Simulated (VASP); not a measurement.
Write the native input for VASP 6.6.1 that does the following.

| Quantity | Value |
| --- | --- |
| Task | single point |
| Functional | PBE |
| Potentials or basis | VASP PAW PBE potentials, release 64 (Ba_sv, Te) |
| Cutoff | 520 eV |
| k mesh | 6 × 6 × 8 |
| Occupations | gaussian, width 0.05 eV |
| Spin | no spin polarisation |
| Dipole correction | no |
| Further INCAR settings | ALGO = Normal; EDIFF = 1e-07; NBANDS = 24 |

The structure of BaTe lies in POSCAR:

```
BaTe
1.0
    6.0014404072      0.0000000000      0.0000000000
    0.0000000000      6.0014404072      0.0000000000
    0.0000000000      0.0000000000      4.2436295593
Ba Te
2 2
Direct
    0.5000000000      0.0000000000      0.4999515426
    0.0000000000      0.5000000000      0.5000484574
    0.0000000000      0.0000000000      0.0000000000
    0.5000000000      0.5000000000      0.0000000000
```

One way to write it, as run:

INCAR

```
SYSTEM = BaTe
ALGO = Normal
EDIFF = 1E-7
ENCUT = 520
GGA = PE
ISIF = 2
ISMEAR = 0
LASPH = .TRUE.
LCHARG = .TRUE.
LELF = .TRUE.
LREAL = .FALSE.
LVHAR = .TRUE.
LWAVE = .FALSE.
NBANDS = 24
NELM = 60
PREC = Accurate
SIGMA = 0.05
```

KPOINTS

```
k-points
0
G
  6 6 8
  0 0 0
```

Potentials or basis: VASP PAW PBE potentials, release 64 (Ba_sv, Te).

Run with:

```console
$ cat potpaw_PBE.64/Ba_sv/POTCAR potpaw_PBE.64/Te/POTCAR > POTCAR
$ mpirun -np 1 vasp_std > vasp.out
```

Results of the run:

| Property | Result |
| --- | --- |
| Pressure | 0.5 GPa |
| Band gap on the k mesh | 0.76 eV |

Caveat: semilocal functionals underestimate gaps, and a narrow one can read as zero; spin-orbit coupling is left out, which moves the levels of the heavy elements.

Wall time 5.2 min on 1 thread of AMD EPYC 7R43 64-Core Processor (Zen 3), on a shared host, peak memory 0.32 GiB.
